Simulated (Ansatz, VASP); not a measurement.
PbS: VASP beside Ansatz

Contents of INCAR:

```
  PREC = Accurate
  ENCUT = 520
  EDIFF = 1E-6
  ISMEAR = -1
  SIGMA = 0.05
  LREAL = False
  LASPH = True
  NELM = 80
  ALGO = Normal
  ISIF = 2
  LWAVE = False
  LCHARG = True
  GGA = RE
  IVDW = 12
  LELF = True
  LVHAR = True
  NBANDS = 17
```

File KPOINTS:

```
Automatic mesh
0
Gamma
  8 8 8
```

POSCAR

```
PbS
1.0
    0.0000000000      2.9853913009      2.9853913009
    2.9853913009      0.0000000000      2.9853913009
    2.9853913009      2.9853913009      0.0000000000
Pb S
1 1
Direct
    0.0000000000      0.0000000000      0.0000000000
    0.5000000000      0.5000000000      0.5000000000
```

File input.yaml:

```yaml
crystal:
  lattice:
    - [0.0, 2.9853913009, 2.9853913009]
    - [2.9853913009, 0.0, 2.9853913009]
    - [2.9853913009, 2.9853913009, 0.0]
  atoms:
    - { symbol: Pb, position: [0.0, 0.0, 0.0] }
    - { symbol: S, position: [0.5, 0.5, 0.5] }
hamiltonian:
  xc: revpbe
  pseudopotentials: { kind: paw }
  dispersion: d3bj
kpoints:
  mp_grid: { grid: [8, 8, 8] }
scf:
  occupations: { method: fermi_dirac, width: 0.05 }
output:
  forces: true
  stress: true
  eigenvalues: true
```

Alike in both runs: task single point; functional revPBE; dispersion D3(BJ); k mesh 8 × 8 × 8; occupations fermi-dirac, width 0.05 eV; no spin polarisation.

|  | VASP | Ansatz |
| --- | --- | --- |
| version | VASP 6.6.1 | Ansatz 0.2.0 |
| potentials or method | VASP PAW PBE potentials, release 64 (Pb_d, S) | Ansatz PAW |
| plane-wave cutoff (eV) | 520 | 420 |
| valence electrons in the cell | 20 | 20 |

|  | VASP | Ansatz | Ansatz less VASP |
| --- | --- | --- | --- |
| gap on the k mesh at the Fermi level (eV) | 0.51 | 0.50 | -0.007 |
| least direct gap on the mesh (eV) | 0.51 | 0.50 | -0.007 |
| pressure (GPa) | -1.5 | -1.4 | +0.08 |

VASP's potentials were made for PBE, not for revPBE.

Spin-orbit coupling is off throughout.
